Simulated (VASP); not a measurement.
Wanted: the native input for a VASP 6.6.1 run.

* Task: single point
* Functional: LDA
* Potentials or basis: VASP PAW LDA potentials, release 64 (Si, Ge_d)
* Cutoff: 520 eV
* k mesh: 12 × 12 × 6
* Occupations: gaussian, width 0.03 eV
* Spin: no spin polarisation
* Dipole correction: no
* Further INCAR settings: ALGO = Normal; EDIFF = 1e-06; NBANDS = 26

The structure of SiGe lies in POSCAR:

```
SiGe
1.0
    3.6510322932      0.0000000000      0.0000000000
   -1.8255161466      3.1618867159      0.0000000000
    0.0000000000      0.0000000000      6.6083684506
Si Ge
2 2
Direct
    0.6666666667      0.3333333333      0.8745031008
    0.3333333333      0.6666666667      0.3745031008
    0.6666666667      0.3333333333      0.5004958992
    0.3333333333      0.6666666667      0.0004958992
```

This cell differs from its parent crystal: volume 19.072 Å^3 an atom, c/a of the conventional cell 1.8100.

One way to write it, as run:

INCAR

```
ALGO = Normal
EDIFF = 1E-6
ENCUT = 520
ISIF = 2
ISMEAR = 0
LASPH = True
LCHARG = True
LELF = True
LREAL = False
LVHAR = True
LWAVE = False
NBANDS = 26
NELM = 100
PREC = Accurate
SIGMA = 0.03
```

KPOINTS

```
k-points
0
Gamma
  12 12 6
```

Potentials or basis: VASP PAW LDA potentials, release 64 (Si, Ge_d).

Run with:

```bash
$ cat potpaw_LDA.64/Si/POTCAR potpaw_LDA.64/Ge_d/POTCAR > POTCAR
$ mpirun -np 1 vasp_std > vasp.out
```

Results of the run:

The pressure is 9.9 GPa, the largest force is 1.069 eV/Å and the band gap on the k mesh is 0.10 eV, indirect (least direct gap 0.43 eV).

Caveat: forces of over 1 eV/Å act on the atoms, so gaps and moduli don't describe the material at rest.

Wall time 59 s on 1 thread of AMD EPYC 9R45 96-Core Processor (Zen 5) (shared host), peak memory 0.21 GiB.
